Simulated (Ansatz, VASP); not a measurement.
# SnSe in VASP and in Ansatz

```
CELL_PARAMETERS angstrom
11.64398 0.00000 0.00000
0.00000 4.27218 0.00000
0.00000 0.00000 4.54747
ATOMIC_POSITIONS crystal
Sn 0.87700 0.75000 0.90900
Sn 0.62300 0.25000 0.40900
Sn 0.37700 0.75000 0.59100
Sn 0.12300 0.25000 0.09100
Se 0.64300 0.75000 0.98400
Se 0.85700 0.25000 0.48400
Se 0.14300 0.75000 0.51600
Se 0.35700 0.25000 0.01600
```

Alike in both runs: task single point; functional revPBE; dispersion D3(BJ); k mesh 3 × 6 × 6; occupations fermi-dirac, width 0.05 eV; no spin polarisation.

```csv
,VASP,Ansatz
version,VASP 6.6.1,Ansatz 0.2.0
potentials or method,"VASP PAW PBE potentials, release 64 (Sn_d, Se)",Ansatz PAW
plane-wave cutoff (eV),520,420
valence electrons in the cell,80,120
```

```csv
,VASP,Ansatz,Ansatz less VASP
gap on the k mesh at the Fermi level (eV),0.62,0.62,+0.005
least direct gap on the mesh (eV),0.78,0.79,+0.009
pressure (GPa),-2.3,-2.4,-0.02
"traceless stress, the component that is largest in VASP (GPa)",1.38,1.36,-0.021
rms of the force components (eV/Å),0.093,0.098,+0.0044
```

VASP's potentials were made for PBE, not for revPBE. Atom by atom the forces differ by 0.008 eV/Å (rms over components). VASP's potentials hold 80 valence electrons a cell and Ansatz's 120, so a difference there can come from the potentials and not from the codes.

Noted on Ansatz's run: odd divisions of the mesh miss points on the zone boundary, where band edges often lie, so the gap on the mesh can be too wide.
